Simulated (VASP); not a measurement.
Set up this calculation in VASP 6.6.1, as the native input.

```
Task                   : single point
Functional             : r2SCAN
Potentials or basis    : VASP PAW PBE potentials, release 64 (Ga_d, P)
Cutoff                 : 520 eV
k mesh                 : 8 × 8 × 8
Occupations            : gaussian, width 0.01 eV
Spin                   : no spin polarisation
Dipole correction      : no
Further INCAR settings : ALGO = Normal; EDIFF = 1e-07; NBANDS = 16
```

The system is GaP.

```
Ga P
1.0
     0.00000    2.72540    2.72540
     2.72540    0.00000    2.72540
     2.72540    2.72540    0.00000
Ga P
1 1
Direct
  0.00000 0.00000 0.00000
  0.25000 0.25000 0.25000
```

One way to write it, as run:

POSCAR

```
GaP
1.0
    0.0000000000      2.7253992965      2.7253992965
    2.7253992965      0.0000000000      2.7253992965
    2.7253992965      2.7253992965      0.0000000000
Ga P
1 1
Direct
    0.0000000000      0.0000000000      0.0000000000
    0.2500000000      0.2500000000      0.2500000000
```

INCAR.step1

```
PREC = Accurate ; ENCUT = 520
ISMEAR = 0 ; SIGMA = 0.01
LREAL = False ; LASPH = True
NELM = 60 ; NBANDS = 16
GGA = PE ; ALGO = Normal
EDIFF = 1E-4 ; LWAVE = True
LCHARG = False
```

INCAR.step2

```
PREC = Accurate ; ENCUT = 520
EDIFF = 1E-7 ; ISMEAR = 0
SIGMA = 0.01 ; LREAL = False
LASPH = True ; NELM = 60
ALGO = Normal ; ISIF = 2
LWAVE = False ; LCHARG = True
METAGGA = R2SCAN ; LMIXTAU = True
LELF = True ; LVHAR = True
NBANDS = 16 ; ISTART = 1
```

KPOINTS

```
Automatic mesh
0
Gamma
  8 8 8
```

Potentials or basis: VASP PAW PBE potentials, release 64 (Ga_d, P).

Command:

```bash
$ cat potpaw_PBE.64/Ga_d/POTCAR potpaw_PBE.64/P/POTCAR > POTCAR
$ cp INCAR.step1 INCAR
$ mpirun -np 1 vasp_std > vasp.out
$ cp INCAR.step2 INCAR
$ mpirun -np 1 vasp_std > vasp.out
```

It gave:

```json
{
 "Pressure": "0.0 GPa",
 "Band gap on the k mesh": "1.90 eV, indirect (least direct gap 2.34 eV)"
}
```

Caveat: the PAW data sets were made with another functional, which shifts forces and pressure a little.

Run time: 110 s on 1 thread of Intel(R) Xeon(R) Platinum 8488C (Sapphire Rapids) (shared host), peak memory 0.18 GiB.
